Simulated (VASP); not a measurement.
A run of VASP 6.6.1:

File POSCAR:

```
LiF
1.0
    0.0000000000      1.9541486455      1.9541486455
    1.9541486455      0.0000000000      1.9541486455
    1.9541486455      1.9541486455      0.0000000000
Li F
1 1
Direct
    0.0000000000      0.0000000000      0.0000000000
    0.5000000000      0.5000000000      0.5000000000
```

File INCAR.step1:

```
ALGO = Normal
EDIFF = 1E-4
ENCUT = 520
GGA = PE
ISMEAR = 0
LASPH = T
LCHARG = F
LREAL = F
LWAVE = T
NBANDS = 12
NELM = 80
PREC = Accurate
SIGMA = 0.01
```

The input INCAR.step2:

```
ALGO = Normal
EDIFF = 1E-6
ENCUT = 520
ISIF = 2
ISMEAR = 0
ISTART = 1
LASPH = T
LCHARG = F
LMIXTAU = T
LREAL = F
LWAVE = F
METAGGA = R2SCAN
NBANDS = 12
NELM = 80
PREC = Accurate
SIGMA = 0.01
```

Contents of KPOINTS:

```
k-points
0
Gamma
  10 10 10
```

Potentials or basis: VASP PAW PBE potentials, release 64 (Li_sv, F).

Run with:

```bash
$ cat potpaw_PBE.64/Li_sv/POTCAR potpaw_PBE.64/F/POTCAR > POTCAR
$ cp INCAR.step1 INCAR
$ mpirun -np 1 vasp_std > vasp.out
$ cp INCAR.step2 INCAR
$ mpirun -np 1 vasp_std > vasp.out
```

Hardware: 1 thread of AMD EPYC 7R13 (shared host).

Problem. Estimate the wall time of this run.

Solution. Wall time 98 s on 1 thread of AMD EPYC 7R13, with other jobs on the host, peak memory 0.11 GiB. Counts: k points 47.
